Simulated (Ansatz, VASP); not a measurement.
## One calculation of CdTe, two programs

```
CELL_PARAMETERS angstrom
0.00000 3.14876 3.44855
3.14876 0.00000 3.44855
3.14876 3.14876 0.00000
ATOMIC_POSITIONS crystal
Cd 0.00000 0.00000 0.00000
Te 0.25000 0.25000 0.25000
```

Change from the starting cell: epitaxial_xy strain -4.0%.

Alike in both runs: task single point; functional PBE; k mesh 6 × 6 × 6; occupations fermi-dirac, width 0.02 eV; no spin polarisation.

|  | VASP | Ansatz |
| --- | --- | --- |
| version | VASP 6.6.1 | Ansatz 0.2.0 |
| potentials or method | VASP PAW PBE potentials, release 64 (Cd, Te) | plane waves, PAW |
| plane-wave cutoff (eV) | 520 | 420 |
| valence electrons in the cell | 18 | 36 |

Ansatz gave:

| Property | Result |
| --- | --- |
| pressure (GPa) | 2.2 |
| traceless stress, the component that is largest in VASP (GPa) | -1.10 |

Q: Estimate VASP's values.

A: Pressure (GPa): 2.4; traceless stress, the component that is largest in VASP (GPa): -1.10.

VASP's potentials hold 18 valence electrons a cell and Ansatz's 36, so a difference there can come from the potentials and not from the codes.

Neither program's run includes spin-orbit coupling.
